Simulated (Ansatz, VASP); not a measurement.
Si4BN3: VASP beside Ansatz

```
Si B N
1.0
     2.93804   -0.00052    0.01051
    -1.46944    2.54720   -0.00396
     0.04675    0.00680   13.00023
Si B N
4 1 3
Direct
  0.32099 0.66140 0.67517
  0.67878 0.33706 0.04910
  0.32889 0.66628 0.49210
  0.67171 0.33542 0.23170
  0.00203 0.00117 0.30838
  0.65263 0.32745 0.71720
  0.34706 0.67086 0.00773
  0.99790 0.00037 0.42762
```

Change from the starting cell: cell x1, atoms moved at random (sigma 0.15 Å) and cell strained at random (1.5 %), then relaxed without symmetry.

Alike in both runs: functional PBE; k mesh 12 × 12 × 2; occupations gaussian, width 0.2 eV; no spin polarisation.

Ansatz relaxed the structure, and its values are those at the end. VASP's run is a single point on that final structure, the one shown.

|  | VASP | Ansatz |
| --- | --- | --- |
| version | VASP 6.6.1 | Ansatz 0.2.0 |
| potentials or method | VASP PAW PBE potentials, release 64 (Si, B, N), cutoff 520 eV | scalar-relativistic, plane waves, PAW |
| valence electrons in the cell | 34 | 34 |

|  | VASP | Ansatz | Ansatz less VASP |
| --- | --- | --- | --- |
| gap on the k mesh at the Fermi level (eV) | none | none | - |
| pressure (GPa) | -0.1 | 0.0 | +0.13 |
| rms of the force components (eV/Å) | 0.010 | 0.005 | -0.0048 |

A gap of «none» marks a metal or a gap that the smearing closes.
